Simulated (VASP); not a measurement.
# NaTaO (P6_3/mmc) in VASP: single point with PBE

Aim: the single point of NaTaO with PBE.

Program: VASP 6.6.1. These are calculated values, not measurements. Logs are shortened: lines on timing, memory, paths and dates and some standing lists are left out, and cuts for length are marked.

**1. The cell of the first run**

The structure is hexagonal, space group P6_3/mmc (No. 194). Conventional cell: a = 3.445 Å, b = 3.445 Å, c = 11.648 Å, α = 90.00°, β = 90.00°, γ = 120.00°. Within 4.5 Å of Na (site symmetry -3m) lie 6 Na at 3.45 Å and 6 Ta at 3.53 Å and 6 O at 3.53 Å. Within 2.6 Å of Ta (site symmetry -6m2) lie 3 O at 1.99 Å. Within 2.6 Å of O (site symmetry -6m2) lie 3 Ta at 1.99 Å.

**2. Single point, PBE**

INCAR reads:

```
SYSTEM = NaTaO
ALGO     = Normal         ! electronic algorithm
EDIFF    = 1E-6           ! SCF threshold, eV
ENCUT    = 1130           ! plane-wave cutoff, eV
GGA      = PE             ! functional
GGA_COMPAT= .False.      
ISIF     = 2              ! what is computed and relaxed
ISMEAR   = 0              ! smearing method
LASPH    = .True.         ! aspherical terms in the spheres
LCHARG   = .False.        ! write CHGCAR
LREAL    = .False.        ! projectors in reciprocal space
LWAVE    = .False.        ! write WAVECAR
NBANDS   = 37             ! bands
NELM     = 120            ! most SCF steps
PREC     = Accurate       ! precision mode
SIGMA    = 0.2            ! smearing width, eV
```

KPOINTS reads:

```
k-points
0
Gamma
  5 5 2
  0 0 0
```

POSCAR reads:

```
NaTaO
1.0
    3.4450428109      0.0000000000      0.0000000000
   -1.7225214054      2.9834945913      0.0000000000
    0.0000000000      0.0000000000     11.6482541108
Na Ta O
2 2 2
Direct
    0.0000000000      0.0000000000      0.5000000000
    0.0000000000      0.0000000000      0.0000000000
    0.6666666667      0.3333333333      0.7500000000
    0.3333333333      0.6666666667      0.2500000000
    0.3333333333      0.6666666667      0.7500000000
    0.6666666667      0.3333333333      0.2500000000
```

Potentials or basis: VASP PAW PBE potentials, release 64 (Na_sv, Ta_sv_GW, O).

Launch:

```console
cat potpaw_PBE.64/Na_sv/POTCAR potpaw_PBE.64/Ta_sv_GW/POTCAR potpaw_PBE.64/O/POTCAR > POTCAR
mpirun -np 1 vasp_std > vasp.out
```

OUTCAR:

```text
SYSTEM = NaTaO
   EDIFF = 1E-6
   ENCUT = 1130
   GGA = PE
   ISIF = 2
   ISMEAR = 0
   LASPH = .True.
   LREAL = .False.
   NELM = 120
   PREC = Accurate

 ion  position               nearest neighbor table
   1  0.000  0.000  0.500-
   2  0.000  0.000  0.000-
   3  0.667  0.333  0.750-   5 1.99   5 1.99   5 1.99
   4  0.333  0.667  0.250-   6 1.99   6 1.99   6 1.99
   5  0.333  0.667  0.750-   3 1.99   3 1.99   3 1.99
   6  0.667  0.333  0.250-   4 1.99   4 1.99   4 1.99

  LATTYP: Found a hexagonal cell.
 ALAT       =     3.4450428109
 C/A-ratio  =     3.3811638201

  Lattice vectors:

 A1 = (   3.4450428109,   0.0000000000,   0.0000000000)
 A2 = (  -1.7225214054,   2.9834945913,   0.0000000000)
 A3 = (   0.0000000000,   0.0000000000,  11.6482541108)

Analysis of symmetry for initial positions (statically):
=====================================================================
 Subroutine PRICEL returns:
 Original cell was already a primitive cell.

 Routine SETGRP: Setting up the symmetry group for a
 hexagonal supercell.

 Subroutine GETGRP returns: Found 24 space group operations
 (whereof 12 operations were pure point group operations)
 out of a pool of 24 trial point group operations.

The static configuration has the point symmetry D_3d.
 The point group associated with its full space group is D_6h.

Analysis of symmetry for dynamics (positions and initial velocities):
=====================================================================
 Subroutine PRICEL returns:
 Original cell was already a primitive cell.

 Routine SETGRP: Setting up the symmetry group for a
 hexagonal supercell.

 Subroutine GETGRP returns: Found 24 space group operations
 (whereof 12 operations were pure point group operations)
 out of a pool of 24 trial point group operations.

The dynamic configuration has the point symmetry D_3d.
 The point group associated with its full space group is D_6h.

 Subroutine INISYM returns: Found 24 space group operations
 (whereof 12 operations are pure point group operations),
 and found     1 'primitive' translations

----------------------------------------------------------------------------------------

                                     Primitive cell

  volume of cell :     119.7239

  direct lattice vectors                    reciprocal lattice vectors
     3.445042811  0.000000000  0.000000000     0.290272155  0.167588707  0.000000000
    -1.722521405  2.983494591  0.000000000     0.000000000  0.335177413  0.000000000
     0.000000000  0.000000000 11.648254111     0.000000000  0.000000000  0.085849775

  length of vectors
     3.445042811  3.445042811 11.648254111     0.335177413  0.335177413  0.085849775

  position of ions in fractional coordinates (direct lattice)
     0.000000000  0.000000000  0.500000000
     0.000000000  0.000000000  0.000000000
     0.666666667  0.333333333  0.750000000
     0.333333333  0.666666667  0.250000000
     0.333333333  0.666666667  0.750000000
     0.666666667  0.333333333  0.250000000

  ion indices of the primitive-cell ions
   primitive index   ion index
                 1           1
                 2           2
                 3           3
                 4           4
                 5           5
                 6           6

----------------------------------------------------------------------------------------

 KPOINTS: k-points

Automatic generation of k-mesh.
 Grid dimensions read from file:
 generate k-points for:    5    5    2

 Generating k-lattice:

  Cartesian coordinates                     Fractional coordinates (reciprocal lattice)
     0.058054431  0.033517741  0.000000000     0.200000000  0.000000000  0.000000000
     0.000000000  0.067035483  0.000000000     0.000000000  0.200000000  0.000000000
     0.000000000  0.000000000  0.042924888     0.000000000  0.000000000  0.500000000

  Length of vectors
     0.067035483  0.067035483  0.042924888

  Shift w.r.t. Gamma in fractional coordinates (k-lattice)
     0.000000000  0.000000000  0.000000000

 Subroutine IBZKPT returns following result:
 ===========================================

 Found     10 irreducible k-points:

 Following reciprocal coordinates:
            Coordinates               Weight
  0.000000  0.000000  0.000000      1.000000
  0.200000  0.000000  0.000000      6.000000
  0.400000 -0.000000  0.000000      6.000000
  0.200000  0.200000  0.000000      6.000000
  0.400000  0.200000  0.000000      6.000000
  0.000000  0.000000  0.500000      1.000000
  0.200000  0.000000  0.500000      6.000000
  0.400000 -0.000000  0.500000      6.000000
  0.200000  0.200000  0.500000      6.000000
  0.400000  0.200000  0.500000      6.000000
   k-points           NKPTS =     10   k-points in BZ     NKDIM =     10   number of bands    NBANDS=     37
   number of dos      NEDOS =    301   number of ions     NIONS =      6
   total plane-waves  NPLWV = 204800
   dimension x,y,z NGX =    40 NGY =   40 NGZ =  128
   dimension x,y,z NGXF=    80 NGYF=   80 NGZF=  256
   ions per type =               2   2   2
   NGX,Y,Z   is equivalent  to a cutoff of  19.30, 19.30, 18.27 a.u.
   NGXF,Y,Z  is equivalent  to a cutoff of  38.61, 38.61, 36.54 a.u.
 SYSTEM =  NaTaO
   PREC   = accura    normal or accurate (medium, high low for compatibility)
   ISTART =      0    job   : 0-new  1-cont  2-samecut
   ICHARG =      2    charge: 1-file 2-atom 10-const
   ISPIN  =      1    spin polarized calculation?
   LNONCOLLINEAR =      F non collinear calculations
   LSORBIT =      F    spin-orbit coupling
   LASPH  =      T    aspherical Exc in radial PAW
   ENCUT  = 1130.0 eV  83.05 Ry    9.11 a.u.   9.44  9.44 31.93*2*pi/ulx,y,z
   NELM   =    120;   NELMIN=  2; NELMDL= -5     # of ELM steps
   EDIFF  = 0.1E-05   stopping-criterion for ELM
   LREAL  =      F    real-space projection
   EDIFFG = 0.1E-04   stopping-criterion for IOM
   NSW    =      0    number of steps for IOM
   IBRION =     -1    ionic relax: 0-MD 1-quasi-New 2-CG
   NFREE  =      0    steps in history (QN), initial steepest desc. (CG)
   ISIF   =      2    stress and relaxation
   ISYM   =      2    0-nonsym 1-usesym 2-fastsym
   POTIM  = 0.5000    time-step for ionic-motion
   TEBEG  =    0.0;   TEEND  =   0.0 temperature during run
   PSTRESS=    0.0 pullay stress
   NELECT =      56.0000    total number of electrons
   NUPDOWN=      -1.0000    fix difference up-down
   EMIN   =  10.00;   EMAX   =-10.00  energy-range for DOS
   EFERMI =   0.00;   METHOD = LEGACY
   ISMEAR =     0;   SIGMA  =   0.20  broadening in eV -4-tet -1-fermi 0-gaus
   EFERMI_NEDOS =   21; number of points for ismear=-14 and -15
   IALGO  =     38    algorithm
   IMIX   =      4    mixing-type and parameters
     AMIX     =   0.40;   BMIX     =  1.00
     AMIX_MAG =   1.60;   BMIX_MAG =  1.00
  volume/ion in A,a.u.               =      19.95       134.66
  Fermi-wavevector in a.u.,A,eV,Ry     =   1.270800  2.401464 21.972499  1.614933
  Thomas-Fermi vector in A             =   2.403768
   LORBIT       =      0    0 simple, 1 ext, 2 COOP (PROOUT), +10 PAW based schemes
   GGA     = PE    functional components
   LHFCALC =     F    Hartree Fock is set to
   AEXX    =    0.0000 exact exchange contribution
   IVDW    =     0    specifies the selected vdW correction
   LEPSILON=     F    determine dielectric tensor
   LRPA    =     F    only Hartree local field effects (RPA)
 non-spin polarized calculation
 Gauss-broadening in eV      SIGMA  =   0.20
  energy-cutoff  :     1130.00
  volume of cell :      119.72
 maximum number of plane-waves:     10368
 NGX is ok and might be reduce to    40
   NGX = 19   NGY = 19   NGZ = 63

 number of electron      55.9999997 magnetization

 Free energy of the ion-electron system (eV)
  ---------------------------------------------------
  ext. energy  EPLUGINS =         0.00000000
  ---------------------------------------------------
  free energy    TOTEN  =       -45.12740774 eV

  energy without entropy =      -45.04357085  energy(sigma->0) =      -45.08548930

 E-fermi :   4.9178     XC(G=0):  -9.3482

 val. band max:        4.9116510881   @ k =   0.4000  -0.0000   0.5000
 cond. band min:       5.0832436265   @ k =   0.2000   0.0000   0.5000
 fundamental gap:      0.1715925383
 Fermi energy:         4.9177542735

 k-point     1 :       0.0000    0.0000    0.0000
  band No.  band energies     occupation
      1     -64.6011      2.00000
      2     -64.6011      2.00000
      3     -47.6076      2.00000
      4     -47.6076      2.00000
      5     -31.1165      2.00000
      6     -31.1165      2.00000
[... 29 lines left out ...]
     36      10.3764      0.00000
     37      10.3769      0.00000

 k-point     2 :       0.2000    0.0000    0.0000
  band No.  band energies     occupation
      1     -64.5973      2.00000
      2     -64.5973      2.00000
      3     -47.6063      2.00000
      4     -47.6063      2.00000
      5     -31.2501      2.00000
      6     -31.2501      2.00000
[... 29 lines left out ...]
     36       8.5541      0.00000
     37       8.8885      0.00000

 k-point     3 :       0.4000   -0.0000    0.0000
  band No.  band energies     occupation
      1     -64.5912      2.00000
      2     -64.5912      2.00000
      3     -47.6041      2.00000
      4     -47.6041      2.00000
      5     -31.4570      2.00000
      6     -31.4570      2.00000
[... 29 lines left out ...]
     36       7.8771      0.00000
     37       8.4059      0.00000
[... 201 lines left out ...]
 k-point     9 :       0.2000    0.2000    0.5000
  band No.  band energies     occupation
      1     -64.5924      2.00000
      2     -64.5924      2.00000
      3     -47.6045      2.00000
      4     -47.6045      2.00000
      5     -31.3927      2.00000
      6     -31.3927      2.00000
[... 29 lines left out ...]
     36       8.6041      0.00000
     37       8.8733      0.00000

 k-point    10 :       0.4000    0.2000    0.5000
  band No.  band energies     occupation
      1     -64.5894      2.00000
      2     -64.5894      2.00000
      3     -47.6034      2.00000
      4     -47.6034      2.00000
      5     -31.4667      2.00000
      6     -31.4667      2.00000
[... 29 lines left out ...]
     36       8.0685      0.00000
     37       9.3107      0.00000

------------------------ aborting loop because EDIFF is reached ----------------------------------------

  FORCE on cell =-STRESS in cart. coord.  units (eV):
  Direction    XX          YY          ZZ          XY          YZ          ZX
  --------------------------------------------------------------------------------------
  -------------------------------------------------------------------------------------
  Total        0.0301625      0.0301625      0.2554294      0.0000000      0.0000000      0.0000000
  in kB        0.4036431      0.4036431      3.4182254      0.0000000      0.0000000      0.0000000
  external PRESSURE =       1.4085039 kB  Pullay stress =       0.0000000 kB

 VOLUME and BASIS-vectors are now :
 -----------------------------------------------------------------------------
  energy-cutoff  :     1130.00
  volume of cell :      119.72
      direct lattice vectors                 reciprocal lattice vectors
     3.445042811  0.000000000  0.000000000     0.290272155  0.167588707  0.000000000
    -1.722521405  2.983494591  0.000000000     0.000000000  0.335177413  0.000000000
     0.000000000  0.000000000 11.648254111     0.000000000  0.000000000  0.085849775

 POSITION                                       TOTAL-FORCE (eV/Angst)
 -----------------------------------------------------------------------------------
      0.00000      0.00000      5.82413        -0.000000      0.000000      0.000000
      0.00000      0.00000      0.00000        -0.000000      0.000000      0.000000
      1.72252      0.99450      8.73619        -0.000000     -0.000000     -0.000000
     -0.00000      1.98900      2.91206         0.000000     -0.000000      0.000000
     -0.00000      1.98900      8.73619         0.000000     -0.000000      0.000000
      1.72252      0.99450      2.91206        -0.000000      0.000000      0.000000
 -----------------------------------------------------------------------------------
    total drift:                                0.000000     -0.000000      0.000000

  FREE ENERGIE OF THE ION-ELECTRON SYSTEM (eV)
  ---------------------------------------------------
  free  energy   TOTEN  =       -45.1274077444 eV

  energy  without entropy=      -45.0435708466  energy(sigma->0) =      -45.08548930
```

Wall time 2.7 min (1 thread of Intel Xeon Platinum 8375C at 2.90GHz (Ice Lake), shared host); peak memory 0.56 GiB.

Results:

- Free energy: -45.1274 eV
- Pressure: 0.1 GPa
- Band gap on the k mesh: zero (bands 28 and 29 overlap by 1.51 eV)

Levels at points of the mesh, in eV from the Fermi level:
```
           k point  band 25  band 26  band 27  band 28  band 29  band 30  band 31  band 32
(0.00, 0.00, 0.00)    -3.95    -2.61    -1.62     0.53     0.67     0.93     0.93     0.95
(0.00, 0.00, 0.50)    -3.48    -3.48    -0.24    -0.24     0.71     0.71     0.94     0.94
```

Caveat: the k points lie up to 0.42 Å⁻¹ apart, too coarse for converged energies and pressures of a metal; spin-orbit coupling is left out, which moves the levels of the heavy elements.

The gap in the log of VASP goes by the Fermi energy; the results here count the filled bands.